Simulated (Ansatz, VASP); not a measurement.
# Two plane-wave programs on Ni

INCAR

```
SYSTEM = Ni
ALGO = Normal
EDIFF = 1E-7
ENCUT = 520
GGA = PS
ISIF = 2
ISMEAR = -1
ISPIN = 2
LASPH = .True.
LCHARG = .False.
LMAXMIX = 4
LORBIT = 11
LREAL = .False.
LWAVE = .False.
MAGMOM = 0.671 0.671
NBANDS = 21
NELM = 150
PREC = Accurate
SIGMA = 0.05
```

KPOINTS

```
k-points
0
Gamma
  17 17 9
  0 0 0
```

The input POSCAR:

```
Ni
1.0
    2.3454483664      0.0000000000      0.0000000000
   -1.1727241832      2.0312178686      0.0000000000
    0.0000000000      0.0000000000      3.8469225810
Ni
2
Direct
    0.3333333333      0.6666666667      0.2500000000
    0.6666666667      0.3333333333      0.7500000000
```

Input for Ansatz:

```yaml
crystal:
  lattice:
    - [2.3454483664, 0.0, 0.0]
    - [-1.1727241832, 2.0312178686, 0.0]
    - [0.0, 0.0, 3.846922581]
  atoms:
    - { symbol: Ni, position: [0.3333333333, 0.6666666667, 0.25], spin: 0.671 }
    - { symbol: Ni, position: [0.6666666667, 0.3333333333, 0.75], spin: 0.671 }
hamiltonian:
  xc: pbesol
  pseudopotentials:
    kind: paw
    azcp:
      Ni: "pseudopotentials/Ni.paw.azcp"
basis:
  ecutwfc: 420
  fft_grid_basis: typed
kpoints:
  mp_grid: { grid: [17, 17, 9], shift: [0, 0, 0] }
magnetization:
  spin_polarized: true
scf:
  occupations: { method: fermi_dirac, width: 0.05 }
  lower_state_search: "off"
output:
  stress: true
```

Alike in both runs: task single point; functional PBEsol; k mesh 17 × 17 × 9; occupations fermi-dirac, width 0.05 eV; collinear spin.

```csv
,VASP,Ansatz
version,VASP 6.6.1,Ansatz 0.2.0
potentials or method,"VASP PAW PBE potentials, release 64 (Ni), cutoff 520 eV","plane waves (420 eV) with PAW, scalar-relativistic"
valence electrons in the cell,20,36
```

|  | VASP | Ansatz | Ansatz less VASP |
| --- | --- | --- | --- |
| net moment per atom (μB) | 0.58 | 0.59 | +0.012 |
| size of the moment on the site where the two differ most (μB) | 0.58 | 0.62 | +0.044 |

VASP's potentials were made for PBE, not for PBEsol, and Ansatz warns of the same on its side. Site moments also hang on the region over which each program counts them. VASP's potentials hold 20 valence electrons a cell and Ansatz's 36, so a difference there can come from the potentials and not from the codes.
